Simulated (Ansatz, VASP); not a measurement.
Two plane-wave programs on Cr

```
Cr
1.0
     4.21737    0.00000    0.00000
    -2.10869    3.65235    0.00000
     0.00000    0.00000    2.60967
Cr
3
Direct
  0.00000 0.00000 0.00000
  0.33333 0.66667 0.50000
  0.66667 0.33333 0.50000
```

Alike in both runs: task single point; functional PBE; k mesh 6 × 6 × 8; occupations gaussian, width 0.1 eV; collinear spin.

|  | VASP | Ansatz |
| --- | --- | --- |
| version | VASP 6.6.1 | Ansatz 0.2.0 |
| potentials or method | VASP PAW PBE potentials, release 64 (Cr_pv), cutoff 520 eV | scalar-relativistic, plane waves, PAW |
| valence electrons in the cell | 36 | 42 |

|  | VASP | Ansatz | Ansatz less VASP |
| --- | --- | --- | --- |
| gap on the k mesh at the Fermi level (eV) | none | none | - |
| pressure (GPa) | -19.1 | -19.1 | +0.03 |
| traceless stress, the component that is largest in VASP (GPa) | -9.15 | -9.82 | -0.673 |
| net moment per atom (μB) | 0.85 | 0.83 | -0.024 |
| size of the moment on the site where the two differ most (μB) | 1.14 | 1.02 | -0.113 |

Site moments also hang on the region over which each program counts them. A gap of «none» marks a metal or a gap that the smearing closes. VASP's potentials hold 36 valence electrons a cell and Ansatz's 42, so a difference there can come from the potentials and not from the codes.
